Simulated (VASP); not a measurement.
# MoS2 (P6_3/mmc) in VASP: a series of runs

MoS2 is run at these levels: PBEsol; tasks: single point.

Everything below comes from runs of VASP 6.6.1. Logs are shortened: lines on timing, memory, paths and dates and some standing lists are left out, and cuts for length are marked.

### 1 The cell of the first run

The structure is hexagonal, space group P6_3/mmc (No. 194). Conventional cell: a = 3.359 Å, b = 3.359 Å, c = 12.050 Å, α = 90.00°, β = 90.00°, γ = 120.00°. Within 3.2 Å of Mo (site symmetry -6m2) lie 6 S at 2.45 Å. Within 3.2 Å of S (site symmetry 3m) lie 3 Mo at 2.45 Å and 1 S at 2.99 Å.

### 2 Single point, PBEsol (19.63 Å³/atom)

Contents of INCAR:

```
  PREC = Accurate
  ENCUT = 520
  EDIFF = 1E-6
  ISMEAR = 1
  SIGMA = 0.2
  LREAL = F
  LASPH = T
  NELM = 100
  ALGO = Normal
  ISIF = 2
  LWAVE = F
  LCHARG = F
  GGA = PS
  NBANDS = 35
```

Contents of KPOINTS:

```
regular mesh
0
Gamma
  12 12 4
```

Contents of POSCAR:

```
MoS2
1.0
    3.3591980888      0.0000000000      0.0000000000
   -1.6795990444      2.9091508813      0.0000000000
    0.0000000000      0.0000000000     12.0504513041
Mo S
2 4
Direct
    0.3333333333      0.6666666667      0.2500000000
    0.6666666667      0.3333333333      0.7500000000
    0.3333333333      0.6666666667      0.6259932117
    0.6666666667      0.3333333333      0.1259932117
    0.3333333333      0.6666666667      0.8740067883
    0.6666666667      0.3333333333      0.3740067883
```

Potentials or basis: VASP PAW PBE potentials, release 64 (Mo_sv, S).

Run with:

```
> cat potpaw_PBE.64/Mo_sv/POTCAR potpaw_PBE.64/S/POTCAR > POTCAR
> mpirun -np 1 vasp_std > vasp.out
```

OUTCAR:

```text
PREC = Accurate
   ENCUT = 520
   EDIFF = 1E-6
   ISMEAR = 1
   LREAL = F
   LASPH = T
   NELM = 100
   ISIF = 2
   GGA = PS

 ion  position               nearest neighbor table
   1  0.333  0.667  0.250-   4 2.45   6 2.45   4 2.45   6 2.45   4 2.45   6 2.45
   2  0.667  0.333  0.750-   3 2.45   5 2.45   3 2.45   5 2.45   3 2.45   5 2.45
   3  0.333  0.667  0.626-   2 2.45   2 2.45   2 2.45
   4  0.667  0.333  0.126-   1 2.45   1 2.45   1 2.45
   5  0.333  0.667  0.874-   2 2.45   2 2.45   2 2.45
   6  0.667  0.333  0.374-   1 2.45   1 2.45   1 2.45

  LATTYP: Found a hexagonal cell.
 ALAT       =     3.3591980888
 C/A-ratio  =     3.5873000000

  Lattice vectors:

 A1 = (   3.3591980888,   0.0000000000,   0.0000000000)
 A2 = (  -1.6795990444,   2.9091508813,   0.0000000000)
 A3 = (   0.0000000000,   0.0000000000,  12.0504513041)

Analysis of symmetry for initial positions (statically):
=====================================================================
 Subroutine PRICEL returns:
 Original cell was already a primitive cell.

 Routine SETGRP: Setting up the symmetry group for a
 hexagonal supercell.

 Subroutine GETGRP returns: Found 24 space group operations
 (whereof 12 operations were pure point group operations)
 out of a pool of 24 trial point group operations.

The static configuration has the point symmetry D_3d.
 The point group associated with its full space group is D_6h.

Analysis of symmetry for dynamics (positions and initial velocities):
=====================================================================
 Subroutine PRICEL returns:
 Original cell was already a primitive cell.

 Routine SETGRP: Setting up the symmetry group for a
 hexagonal supercell.

 Subroutine GETGRP returns: Found 24 space group operations
 (whereof 12 operations were pure point group operations)
 out of a pool of 24 trial point group operations.

The dynamic configuration has the point symmetry D_3d.
 The point group associated with its full space group is D_6h.

 Subroutine INISYM returns: Found 24 space group operations
 (whereof 12 operations are pure point group operations),
 and found     1 'primitive' translations

----------------------------------------------------------------------------------------

                                     Primitive cell

  volume of cell :     117.7620

  direct lattice vectors                    reciprocal lattice vectors
     3.359198089  0.000000000  0.000000000     0.297690096  0.171871457  0.000000000
    -1.679599044  2.909150881  0.000000000     0.000000000  0.343742914  0.000000000
     0.000000000  0.000000000 12.050451304     0.000000000  0.000000000  0.082984444

  length of vectors
     3.359198089  3.359198089 12.050451304     0.343742914  0.343742914  0.082984444

  position of ions in fractional coordinates (direct lattice)
     0.333333333  0.666666667  0.250000000
     0.666666667  0.333333333  0.750000000
     0.333333333  0.666666667  0.625993212
     0.666666667  0.333333333  0.125993212
     0.333333333  0.666666667  0.874006788
     0.666666667  0.333333333  0.374006788

  ion indices of the primitive-cell ions
   primitive index   ion index
                 1           1
                 2           2
                 3           3
                 4           4
                 5           5
                 6           6

----------------------------------------------------------------------------------------

 KPOINTS: regular mesh

Automatic generation of k-mesh.
 Grid dimensions read from file:
 generate k-points for:   12   12    4

 Generating k-lattice:

  Cartesian coordinates                     Fractional coordinates (reciprocal lattice)
     0.024807508  0.014322621  0.000000000     0.083333333 -0.000000000  0.000000000
     0.000000000  0.028645243  0.000000000     0.000000000  0.083333333  0.000000000
     0.000000000  0.000000000  0.020746111     0.000000000  0.000000000  0.250000000

  Length of vectors
     0.028645243  0.028645243  0.020746111

  Shift w.r.t. Gamma in fractional coordinates (k-lattice)
     0.000000000  0.000000000  0.000000000

 Subroutine IBZKPT returns following result:
 ===========================================

 Found     57 irreducible k-points:

 Following reciprocal coordinates:
            Coordinates               Weight
  0.000000  0.000000  0.000000      1.000000
  0.083333 -0.000000  0.000000      6.000000
  0.166667 -0.000000  0.000000      6.000000
  0.250000 -0.000000  0.000000      6.000000
  0.333333  0.000000  0.000000      6.000000
  0.416667 -0.000000  0.000000      6.000000
[... 16 lines left out ...]
  0.250000 -0.000000  0.250000     12.000000
  0.333333  0.000000  0.250000     12.000000
 [... further k-points ...]
   k-points           NKPTS =     57   k-points in BZ     NKDIM =     57   number of bands    NBANDS=     35
   number of dos      NEDOS =    301   number of ions     NIONS =      6
   total plane-waves  NPLWV =  70560
   dimension x,y,z NGX =    28 NGY =   28 NGZ =   90
   dimension x,y,z NGXF=    56 NGYF=   56 NGZF=  180
   ions per type =               2   4
   NGX,Y,Z   is equivalent  to a cutoff of  13.86, 13.86, 12.42 a.u.
   NGXF,Y,Z  is equivalent  to a cutoff of  27.71, 27.71, 24.83 a.u.
 SYSTEM =  unknown system
   PREC   = accura    normal or accurate (medium, high low for compatibility)
   ISTART =      0    job   : 0-new  1-cont  2-samecut
   ICHARG =      2    charge: 1-file 2-atom 10-const
   ISPIN  =      1    spin polarized calculation?
   LNONCOLLINEAR =      F non collinear calculations
   LSORBIT =      F    spin-orbit coupling
   LASPH  =      T    aspherical Exc in radial PAW
   ENCUT  =  520.0 eV  38.22 Ry    6.18 a.u.   6.25  6.25 22.41*2*pi/ulx,y,z
   NELM   =    100;   NELMIN=  2; NELMDL= -5     # of ELM steps
   EDIFF  = 0.1E-05   stopping-criterion for ELM
   LREAL  =      F    real-space projection
   EDIFFG = 0.1E-04   stopping-criterion for IOM
   NSW    =      0    number of steps for IOM
   IBRION =     -1    ionic relax: 0-MD 1-quasi-New 2-CG
   NFREE  =      0    steps in history (QN), initial steepest desc. (CG)
   ISIF   =      2    stress and relaxation
   ISYM   =      2    0-nonsym 1-usesym 2-fastsym
   POTIM  = 0.5000    time-step for ionic-motion
   TEBEG  =    0.0;   TEEND  =   0.0 temperature during run
   PSTRESS=    0.0 pullay stress
   NELECT =      52.0000    total number of electrons
   NUPDOWN=      -1.0000    fix difference up-down
   EMIN   =  10.00;   EMAX   =-10.00  energy-range for DOS
   EFERMI =   0.00;   METHOD = LEGACY
   ISMEAR =     1;   SIGMA  =   0.20  broadening in eV -4-tet -1-fermi 0-gaus
   EFERMI_NEDOS =   21; number of points for ismear=-14 and -15
   IALGO  =     38    algorithm
   IMIX   =      4    mixing-type and parameters
     AMIX     =   0.40;   BMIX     =  1.00
     AMIX_MAG =   1.60;   BMIX_MAG =  1.00
  volume/ion in A,a.u.               =      19.63       132.45
  Fermi-wavevector in a.u.,A,eV,Ry     =   1.246640  2.355807 21.144951  1.554110
  Thomas-Fermi vector in A             =   2.380808
   LORBIT       =      0    0 simple, 1 ext, 2 COOP (PROOUT), +10 PAW based schemes
   GGA     = PS    functional components
   LHFCALC =     F    Hartree Fock is set to
   AEXX    =    0.0000 exact exchange contribution
   IVDW    =     0    specifies the selected vdW correction
   LEPSILON=     F    determine dielectric tensor
   LRPA    =     F    only Hartree local field effects (RPA)
 non-spin polarized calculation
 Methfessel and Paxton  Order N= 1 SIGMA  =   0.20
  energy-cutoff  :      520.00
  volume of cell :      117.76
 maximum number of plane-waves:      3212
 NGX is ok and might be reduce to    28
   NGX = 13   NGY = 13   NGZ = 45

 number of electron      52.0000004 magnetization

 Free energy of the ion-electron system (eV)
  ---------------------------------------------------
  ext. energy  EPLUGINS =         0.00000000
  ---------------------------------------------------
  free energy    TOTEN  =       -46.12536859 eV

  energy without entropy =      -46.12775443  energy(sigma->0) =      -46.12616387

 E-fermi :   6.5644     XC(G=0): -10.5081

 val. band max:        6.5111003689   @ k =   0.0000   0.0000   0.5000
 cond. band min:       6.6280184685   @ k =   0.3333   0.3333   0.0000
 fundamental gap:      0.1169180996
 Fermi energy:         6.5644453407

 k-point     1 :       0.0000    0.0000    0.0000
  band No.  band energies     occupation
      1     -55.2614      2.00000
      2     -55.2614      2.00000
      3     -29.3326      2.00000
      4     -29.3326      2.00000
      5     -29.3011      2.00000
      6     -29.3011      2.00000
[... 27 lines left out ...]
     34       8.5519     -0.00000
     35      10.7809      0.00000

 k-point     2 :       0.0833   -0.0000    0.0000
  band No.  band energies     occupation
      1     -55.2601      2.00000
      2     -55.2601      2.00000
      3     -29.3298      2.00000
      4     -29.3297      2.00000
      5     -29.3161      2.00000
      6     -29.3161      2.00000
[... 27 lines left out ...]
     34       8.4533     -0.00000
     35      11.2216      0.00000

 k-point     3 :       0.1667   -0.0000    0.0000
  band No.  band energies     occupation
      1     -55.2568      2.00000
      2     -55.2568      2.00000
      3     -29.3569      2.00000
      4     -29.3569      2.00000
      5     -29.3221      2.00000
      6     -29.3220      2.00000
[... 27 lines left out ...]
     34       8.6705     -0.00000
     35      12.2114      0.00000
[... 723 lines left out ...]
 k-point    23 :       0.2500   -0.0000    0.2500
  band No.  band energies     occupation
      1     -55.2522      2.00000
      2     -55.2522      2.00000
      3     -29.4121      2.00000
      4     -29.4121      2.00000
      5     -29.3268      2.00000
      6     -29.3268      2.00000
[... 27 lines left out ...]
     34       9.1388     -0.00000
     35      13.1548      0.00000

 k-point    24 :       0.3333    0.0000    0.2500
  band No.  band energies     occupation
      1     -55.2476      2.00000
      2     -55.2476      2.00000
      3     -29.4667      2.00000
      4     -29.4667      2.00000
      5     -29.3396      2.00000
      6     -29.3396      2.00000
[... 27 lines left out ...]
     34       9.5347     -0.00000
     35      12.5509      0.00000

 [... further k-points ...]
[... 5 lines left out ...]
  --------------------------------------------------------------------------------------
  -------------------------------------------------------------------------------------
  Total      -11.3413417    -11.3413417     -0.1893091     -0.0000000      0.0000000      0.0000000
  in kB     -154.3013924   -154.3013924     -2.5755907     -0.0000000      0.0000000      0.0000000
  external PRESSURE =    -103.7261251 kB  Pullay stress =       0.0000000 kB

 VOLUME and BASIS-vectors are now :
 -----------------------------------------------------------------------------
  energy-cutoff  :      520.00
  volume of cell :      117.76
      direct lattice vectors                 reciprocal lattice vectors
     3.359198089  0.000000000  0.000000000     0.297690096  0.171871457  0.000000000
    -1.679599044  2.909150881  0.000000000     0.000000000  0.343742914  0.000000000
     0.000000000  0.000000000 12.050451304     0.000000000  0.000000000  0.082984444

 POSITION                                       TOTAL-FORCE (eV/Angst)
 -----------------------------------------------------------------------------------
     -0.00000      1.93943      3.01261         0.000000      0.000000     -0.000000
      1.67960      0.96972      9.03784        -0.000000     -0.000000     -0.000000
     -0.00000      1.93943      7.54350         0.000000     -0.000000      0.076279
      1.67960      0.96972      1.51828         0.000000     -0.000000      0.076279
     -0.00000      1.93943     10.53218         0.000000     -0.000000     -0.076279
      1.67960      0.96972      4.50695         0.000000     -0.000000     -0.076279
 -----------------------------------------------------------------------------------
    total drift:                               -0.000000      0.000000     -0.000000

  FREE ENERGIE OF THE ION-ELECTRON SYSTEM (eV)
  ---------------------------------------------------
  free  energy   TOTEN  =       -46.1253685868 eV

  energy  without entropy=      -46.1277544318  energy(sigma->0) =      -46.12616387
```

Run time: 3.2 min. Hardware: 1 thread of AMD EPYC 7R13 (Zen 3), shared host; peak memory 0.32 GiB.

What came out:

- Free energy: -46.1254 eV
- Pressure: -10.4 GPa
- Largest force: 0.076 eV/Å
- Band gap on the k mesh: zero (bands 26 and 27 overlap by 0.03 eV)

Forces in eV/Å, atoms in the order of the input:
```
Mo   0.000  0.000  0.000
Mo   0.000  0.000  0.000
S    0.000  0.000  0.076
S    0.000  0.000  0.076
S    0.000  0.000 -0.076
S    0.000  0.000 -0.076
```

Caveat: the stress differs along the axes, from -15 to -0 GPa; the PAW data sets were made with another functional, which shifts forces and pressure a little; this functional lacks dispersion, which binds layers or chains, so the pressure and a relaxed spacing across them are unreliable.

[end of part 1 of 2]

The gap in the log of VASP goes by the Fermi energy; the results here count the filled bands.